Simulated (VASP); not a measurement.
Wanted: the native input for a VASP 6.6.1 run.

```
Task                   : single point
Functional             : PBE
Potentials or basis    : VASP PAW PBE potentials, release 64 (Lu, N, F)
Cutoff                 : 520 eV
k mesh                 : 6 × 6 × 4
Occupations            : gaussian, width 0.1 eV
Spin                   : no spin polarisation
Dipole correction      : no
Further INCAR settings : ALGO = Normal; EDIFF = 1e-07; NBANDS = 47
```

The structure of Lu2NF3 lies in POSCAR:

```
Lu2NF3
1.0
    4.2450861200      0.0000000000      0.0000000000
   -2.1225430600      3.6763524200      0.0000000000
    0.0000000000      0.0000000000      6.7794917200
Lu N F
2 1 3
Direct
    0.3333333300      0.6666666700      0.2553434100
    0.6666666700      0.3333333300      0.7446565900
    0.0000000000      0.0000000000      0.0000000000
    0.3333333300      0.6666666700      0.6457243600
    0.6666666700      0.3333333300      0.3542756400
    0.0000000000      0.0000000000      0.5000000000
```

One way to write it, as run:

INCAR

```
PREC     = Accurate       # precision mode
ENCUT    = 520            # plane-wave cutoff, eV
EDIFF    = 1E-7           # SCF threshold, eV
ISMEAR   = 0              # smearing method
SIGMA    = 0.1            # smearing width, eV
LREAL    = False          # projectors in reciprocal space
LASPH    = True           # aspherical terms in the spheres
NELM     = 100            # most SCF steps
ALGO     = Normal         # electronic algorithm
ISIF     = 2              # what is computed and relaxed
LWAVE    = False          # write WAVECAR
LCHARG   = False          # write CHGCAR
GGA      = PE             # functional
NBANDS   = 47             # bands
```

KPOINTS

```
Automatic mesh
0
Gamma
  6 6 4
```

Potentials or basis: VASP PAW PBE potentials, release 64 (Lu, N, F).

Launch:

```bash
$ cat potpaw_PBE.64/Lu/POTCAR potpaw_PBE.64/N/POTCAR potpaw_PBE.64/F/POTCAR > POTCAR
$ mpirun -np 1 vasp_std > vasp.out
```

It gave:

```json
{"Pressure": "-24.3 GPa", "Largest force": "0.747 eV/Å", "Band gap on the k mesh": "0.60 eV, indirect (least direct gap 0.62 eV)"}
```

Caveat: spin-orbit coupling is left out, which moves the levels of the heavy elements.

Wall time 75 s on 1 thread of Intel(R) Xeon(R) 6975P-C (Granite Rapids), on a shared host, peak memory 0.28 GiB.
